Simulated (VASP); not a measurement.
# BC6 in VASP: a series of runs, part 3 of 3

VASP 6.6.1. The steps go on from the part before.

### 4 Single point, PBE

File INCAR:

```
SYSTEM = BC6
ALGO     = Normal         ! electronic algorithm
EDIFF    = 1E-6           ! SCF threshold, eV
ENCUT    = 520            ! plane-wave cutoff, eV
GGA      = PE             ! functional
GGA_COMPAT= .False.      
ISIF     = 2              ! what is computed and relaxed
ISMEAR   = -1             ! smearing method
ISYM     = -1           
LASPH    = .True.         ! aspherical terms in the spheres
LCHARG   = .True.         ! write CHGCAR
LELF     = .True.         ! ELF
LREAL    = .False.        ! projectors in reciprocal space
LVHAR    = .True.       
LWAVE    = .False.        ! write WAVECAR
NBANDS   = 40             ! bands
NELM     = 120            ! most SCF steps
PREC     = Accurate       ! precision mode
SIGMA    = 0.2482         ! smearing width, eV
```

File KPOINTS:

```
explicit points
1
Reciprocal
  0.25000000   0.25000000   0.25000000 1
```

File POSCAR:

```
BC6
1.0
    4.9729980000     -0.1966600000      0.0225860000
   -0.1966600000      4.9296060000     -0.1069400000
    0.0225860000     -0.1069400000      4.8244630000
C B
12 2
Direct
    0.1971612809      0.9093252731      0.1393452826
    0.3070137812      0.2454792867      0.7164188722
    0.4880721541      0.5572902809      0.3168715409
    0.9714677452      0.5530200274      0.9770992940
    0.7418230500      1.0205598001      0.1819599092
   -0.0246546943      0.6371393308      0.4650033653
    0.6745174390      0.5104315596      0.5362434949
    0.4958502622      0.8194260831      0.2133609795
   -0.0528479489      0.7894885400      0.2267581964
    0.1207153920      0.0529981182      0.8858233841
    0.6124693320      0.3046355358      0.7551519188
    0.9873538208      0.7524079232      0.7663139151
    0.1999384960      0.4556457583      0.4839083534
    0.8200680243      0.1932996346      0.9452165778
```

Potentials or basis: VASP PAW PBE potentials, release 64 (C, B).

Run with:

```sh
> cat potpaw_PBE.64/C/POTCAR potpaw_PBE.64/B/POTCAR > POTCAR
> mpirun -np 1 vasp_std > vasp.out
```

OUTCAR:

```text
SYSTEM = BC6
   EDIFF = 1E-6
   ENCUT = 520
   GGA = PE
   ISIF = 2
   ISMEAR = -1
   ISYM = -1
   LASPH = .True.
   LREAL = .False.
   NELM = 120
   PREC = Accurate

 ion  position               nearest neighbor table
   1  0.197  0.909  0.139-   9 1.40  10 1.51   8 1.63
   2  0.307  0.245  0.716-  10 1.53  11 1.54  13 1.68
   3  0.488  0.557  0.317-   8 1.40   7 1.45  13 1.69
   4  0.971  0.553  0.977-  12 1.44   9 1.65  14 1.87
   5  0.742  0.021  0.182-  14 1.49   8 1.52   9 1.61
   6  0.975  0.637  0.465-   9 1.42  13 1.49  12 1.54   7 1.62
   7  0.675  0.510  0.536-   3 1.45  11 1.51   6 1.62
   8  0.496  0.819  0.213-   3 1.40   5 1.52   1 1.63
   9  0.947  0.789  0.227-   1 1.40   6 1.42   5 1.61   4 1.65
  10  0.121  0.053  0.886-   1 1.51   2 1.53  12 1.66  14 1.71
  11  0.612  0.305  0.755-   7 1.51   2 1.54  14 1.54
  12  0.987  0.752  0.766-   4 1.44   6 1.54  10 1.66
  13  0.200  0.456  0.484-   6 1.49   2 1.68   3 1.69
  14  0.820  0.193  0.945-   5 1.49  11 1.54  10 1.71   4 1.87

IMPORTANT INFORMATION: All symmetrisations will be switched off!
NOSYMM: (Re-)initialisation of all symmetry stuff for point group C_1.

----------------------------------------------------------------------------------------

                                     Primitive cell

  volume of cell :     118.0263

  direct lattice vectors                    reciprocal lattice vectors
     4.972998000 -0.196660000  0.022586000     0.201406506  0.008018243 -0.000765162
    -0.196660000  4.929606000 -0.106940000     0.008018243  0.203272777  0.004468247
     0.022586000 -0.106940000  4.824463000    -0.000765162  0.004468247  0.207379581

  length of vectors
     4.976936245  4.934686073  4.825700937     0.201567503  0.203479924  0.207429124

  position of ions in fractional coordinates (direct lattice)
     0.197161281  0.909325273  0.139345283
     0.307013781  0.245479287  0.716418872
     0.488072154  0.557290281  0.316871541
     0.971467745  0.553020027  0.977099294
     0.741823050  0.020559800  0.181959909
     0.975345306  0.637139331  0.465003365
     0.674517439  0.510431560  0.536243495
     0.495850262  0.819426083  0.213360980
     0.947152051  0.789488540  0.226758196
     0.120715392  0.052998118  0.885823384
     0.612469332  0.304635536  0.755151919
     0.987353821  0.752407923  0.766313915
     0.199938496  0.455645758  0.483908353
     0.820068024  0.193299635  0.945216578

  ion indices of the primitive-cell ions
   primitive index   ion index
                 1           1
                 2           2
                 3           3
                 4           4
                 5           5
                 6           6
                 7           7
                 8           8
                 9           9
                10          10
                11          11
                12          12
                13          13
                14          14

----------------------------------------------------------------------------------------

 KPOINTS: explicit points

Read explicit list of k-points.

 Found      1 k-points:

 Following reciprocal coordinates:
            Coordinates               Weight
  0.250000  0.250000  0.250000      1.000000
   k-points           NKPTS =      1   k-points in BZ     NKDIM =      1   number of bands    NBANDS=     40
   number of dos      NEDOS =    301   number of ions     NIONS =     14
   total plane-waves  NPLWV =  57600
   dimension x,y,z NGX =    40 NGY =   40 NGZ =   36
   dimension x,y,z NGXF=    80 NGYF=   80 NGZF=   72
   ions per type =              12   2
   NGX,Y,Z   is equivalent  to a cutoff of  13.36, 13.48, 12.40 a.u.
   NGXF,Y,Z  is equivalent  to a cutoff of  26.72, 26.95, 24.80 a.u.
 SYSTEM =  BC6
   PREC   = accura    normal or accurate (medium, high low for compatibility)
   ISTART =      0    job   : 0-new  1-cont  2-samecut
   ICHARG =      2    charge: 1-file 2-atom 10-const
   ISPIN  =      1    spin polarized calculation?
   LNONCOLLINEAR =      F non collinear calculations
   LSORBIT =      F    spin-orbit coupling
   LASPH  =      T    aspherical Exc in radial PAW
   ENCUT  =  520.0 eV  38.22 Ry    6.18 a.u.   9.25  9.18  8.97*2*pi/ulx,y,z
   NELM   =    120;   NELMIN=  2; NELMDL= -5     # of ELM steps
   EDIFF  = 0.1E-05   stopping-criterion for ELM
   LREAL  =      F    real-space projection
   EDIFFG = 0.1E-04   stopping-criterion for IOM
   NSW    =      0    number of steps for IOM
   IBRION =     -1    ionic relax: 0-MD 1-quasi-New 2-CG
   NFREE  =      0    steps in history (QN), initial steepest desc. (CG)
   ISIF   =      2    stress and relaxation
   ISYM   =     -1    0-nonsym 1-usesym 2-fastsym
   POTIM  = 0.5000    time-step for ionic-motion
   TEBEG  =    0.0;   TEEND  =   0.0 temperature during run
   PSTRESS=    0.0 pullay stress
   NELECT =      54.0000    total number of electrons
   NUPDOWN=      -1.0000    fix difference up-down
   EMIN   =  10.00;   EMAX   =-10.00  energy-range for DOS
   EFERMI =   0.00;   METHOD = LEGACY
   ISMEAR =    -1;   SIGMA  =   0.25  broadening in eV -4-tet -1-fermi 0-gaus
   EFERMI_NEDOS =   21; number of points for ismear=-14 and -15
   IALGO  =     38    algorithm
   IMIX   =      4    mixing-type and parameters
     AMIX     =   0.40;   BMIX     =  1.00
     AMIX_MAG =   1.60;   BMIX_MAG =  1.00
  volume/ion in A,a.u.               =       8.43        56.89
  Fermi-wavevector in a.u.,A,eV,Ry     =   1.261478  2.383848 21.651328  1.591328
  Thomas-Fermi vector in A             =   2.394935
   LORBIT       =      0    0 simple, 1 ext, 2 COOP (PROOUT), +10 PAW based schemes
   GGA     = PE    functional components
   LHFCALC =     F    Hartree Fock is set to
   AEXX    =    0.0000 exact exchange contribution
   IVDW    =     0    specifies the selected vdW correction
   LEPSILON=     F    determine dielectric tensor
   LRPA    =     F    only Hartree local field effects (RPA)
 non-spin polarized calculation
  energy-cutoff  :      520.00
  volume of cell :      118.03
 maximum number of plane-waves:      3173
 NGX is ok and might be reduce to    40
   NGX = 19   NGY = 19   NGZ = 17

 number of electron      54.0000000 magnetization

 Free energy of the ion-electron system (eV)
  ---------------------------------------------------
  ext. energy  EPLUGINS =         0.00000000
  ---------------------------------------------------
  free energy    TOTEN  =      -110.73943598 eV

  energy without entropy =     -110.10463355  energy(sigma->0) =     -110.42203476

 E-fermi :   4.7684     XC(G=0): -10.8575

 val. band max:        4.4592906587   @ k =   0.2500   0.2500   0.2500
 cond. band min:       5.0277614760   @ k =   0.2500   0.2500   0.2500
 fundamental gap:      0.5684708172
 Fermi energy:         4.7683633592

 k-point     1 :       0.2500    0.2500    0.2500
  band No.  band energies     occupation
      1     -14.1552      2.00000
      2     -12.1952      2.00000
      3     -10.6849      2.00000
      4     -10.2609      2.00000
      5      -8.9119      2.00000
      6      -8.0412      2.00000
[... 31 lines left out ...]
     38      12.5893      0.00000
     39      12.8342      0.00000
 [bands above 39 left out]

------------------------ aborting loop because EDIFF is reached ----------------------------------------

  FORCE on cell =-STRESS in cart. coord.  units (eV):
  Direction    XX          YY          ZZ          XY          YZ          ZX
  --------------------------------------------------------------------------------------
  -------------------------------------------------------------------------------------
  Total       -7.6150180    -15.6129962      4.9602173     -2.7981902      3.4238357     -6.4161543
  in kB     -103.3719489   -211.9424873     67.3336999    -37.9847259     46.4777061    -87.0976769
  external PRESSURE =     -82.6602454 kB  Pullay stress =       0.0000000 kB

 VOLUME and BASIS-vectors are now :
 -----------------------------------------------------------------------------
  energy-cutoff  :      520.00
  volume of cell :      118.03
      direct lattice vectors                 reciprocal lattice vectors
     4.972998000 -0.196660000  0.022586000     0.201406506  0.008018243 -0.000765162
    -0.196660000  4.929606000 -0.106940000     0.008018243  0.203272777  0.004468247
     0.022586000 -0.106940000  4.824463000    -0.000765162  0.004468247  0.207379581

 POSITION                                       TOTAL-FORCE (eV/Angst)
 -----------------------------------------------------------------------------------
      0.80480      4.42894      0.57948         5.136193      0.386674     -1.386553
      1.49468      1.07313      3.43702         1.446070      0.040705      0.196791
      2.32474      2.61735      1.48016        -1.839095     -0.125577      4.702895
      4.74442      2.43063      4.67678        -1.483501      3.105726      0.040431
      3.68915     -0.06399      0.89241        -3.893878     -6.882876      1.266213
      4.73559      2.89931      2.19728        -4.016661     -0.975334      4.968639
      3.26610      2.32623      2.54774         1.237919     -1.818759     -1.674313
      2.30953      3.91912      0.95292        -1.783759      4.771097     -1.938744
      4.56005      3.68135      1.03095         0.980763      0.262526     -0.173021
      0.60990      0.14279      4.27068        -0.142124     -0.221217     -2.111687
      3.00295      1.30053      3.62446        -4.536973      0.678625     -3.657912
      4.77945      3.43295      3.63889         2.527654     -0.420675     -0.853575
      0.91562      2.15509      2.29039         4.409892     -1.798571      0.118476
      4.06153      0.69054      4.55801         1.957501      2.997656      0.502359
 -----------------------------------------------------------------------------------
    total drift:                                0.000429      0.000051     -0.000144

  FREE ENERGIE OF THE ION-ELECTRON SYSTEM (eV)
  ---------------------------------------------------
  free  energy   TOTEN  =      -110.7394359822 eV

  energy  without entropy=     -110.1046335476  energy(sigma->0) =     -110.42203476
```

It took 18 s on 1 thread of AMD EPYC 7R43 (Zen 3), shared host; peak memory 0.17 GiB.

What came out:

```yaml
Free_energy: -110.7394 eV
Pressure: -8.3 GPa
Largest_force: 8.009 eV/Å
```

Forces in eV/Å, atoms in the order of the input:
```
C    5.136  0.387 -1.387
C    1.446  0.041  0.197
C   -1.839 -0.126  4.703
C   -1.484  3.106  0.040
C   -3.894 -6.883  1.266
C   -4.017 -0.975  4.969
C    1.238 -1.819 -1.674
C   -1.784  4.771 -1.939
C    0.981  0.263 -0.173
C   -0.142 -0.221 -2.112
C   -4.537  0.679 -3.658
C    2.528 -0.421 -0.854
B    4.410 -1.799  0.118
B    1.958  2.998  0.502
```

Stress tensor (GPa, compression positive):
```
-10.34  -3.80  -8.71
 -3.80 -21.19   4.65
 -8.71   4.65   6.73
```

Levels at points of the mesh, in eV from the Fermi level:
| k point | band 25 | band 26 | band 27 | band 28 | band 29 | band 30 |
| --- | --- | --- | --- | --- | --- | --- |
| (0.25, 0.25, 0.25) | -2.15 | -0.80 | -0.31 | 0.26 | 1.69 | 2.04 |

Caveat: the atoms stand as in a frame of molecular dynamics.

### 5 Single point, PBE

File INCAR:

```
PREC = Accurate ; ENCUT = 520
EDIFF = 1E-6 ; ISMEAR = -1
SIGMA = 0.2482 ; LREAL = False
LASPH = True ; NELM = 120
ALGO = Normal ; ISIF = 2
LWAVE = False ; LCHARG = False
GGA = PE ; ISYM = -1
NBANDS = 40 ; GGA_COMPAT = False
```

KPOINTS is that of step 4.

File POSCAR:

```
BC6
1.0
    4.9729980000     -0.1966600000      0.0225860000
   -0.1966600000      4.9296060000     -0.1069400000
    0.0225860000     -0.1069400000      4.8244630000
C B
12 2
Direct
    0.2089836322      0.8835150973      0.1590761501
    0.2720260454      0.2220808367      0.7240076967
    0.4458352334      0.6473713322      0.4712796545
    0.9354013676      0.5444433443      1.0307756109
    0.6927310287      1.0263610870      0.2137674248
   -0.0918785633      0.6496446831      0.5283819508
    0.6675371361      0.5004077687      0.4908947614
    0.4670412920      0.8799225682      0.2773913542
   -0.0554245923      0.8454975782      0.2859709632
    0.2368397578     -0.0403850945      0.8670515154
    0.5414582379      0.3160524262      0.7282004797
    0.9786056979      0.7661042950      0.8413571428
    0.1848011296      0.5273735325      0.5917218988
    0.7218781672      0.2599304126      0.9997004056
```

Run with:

```sh
> cat potpaw_PBE.64/C/POTCAR potpaw_PBE.64/B/POTCAR > POTCAR
> mpirun -np 1 vasp_std > vasp.out
```

Wall time 19 s (1 thread of AMD EPYC 7R43 (Zen 3), shared host); peak memory 0.17 GiB.

Results (log left out):

| Property | Result |
| --- | --- |
| Free energy | -109.2571 eV |
| Pressure | -1.1 GPa |
| Largest force | 7.422 eV/Å |

Forces in eV/Å, atoms in the order of the input:
```
C    2.734  3.348  1.096
C    0.231  0.922  0.144
C   -0.487  1.797 -2.926
C   -1.281  1.724  0.137
C    4.450 -0.576 -2.081
C    4.737  3.062  0.489
C   -4.914 -2.934  4.725
C   -2.986 -2.891  3.058
C   -1.122 -1.456  0.817
C   -6.923  0.145  0.322
C    4.242 -0.383  0.732
C    0.988 -2.002 -5.905
B   -1.177 -2.573 -0.647
B    1.507  1.817  0.040
```

Stress tensor (GPa, compression positive):
```
 18.39  -2.10   7.24
 -2.10 -28.68   6.35
  7.24   6.35   6.95
```

Levels at points of the mesh, in eV from the Fermi level:
```csv
k point,band 25,band 26,band 27,band 28,band 29,band 30
"(0.25, 0.25, 0.25)",-1.79,-1.08,-0.29,0.28,1.38,2.15
```

Caveat: the atoms stand as in a frame of molecular dynamics.

### 6 The runs side by side

```tsv
cell	smearing	pressure (GPa)	largest force (eV/Å)
as given, atomic positions A	fermi-dirac 0.3447 eV	16.0	10.11
as given, atomic positions B	fermi-dirac 0.2482 eV	-10.1	5.68
as given, atomic positions C	fermi-dirac 0.2482 eV	-8.3	8.01
as given, atomic positions D	fermi-dirac 0.2482 eV	-1.1	7.42
```

Alike in all rows: task single point; level PBE; potentials or basis VASP PAW PBE potentials, release 64 (C, B); no spin polarisation; k mesh 1 × 1 × 1, shifted; cutoff (eV) 520.

Caveats: the atoms stand as in a frame of molecular dynamics.

Absolute energies hang on the potentials; compare differences alone.
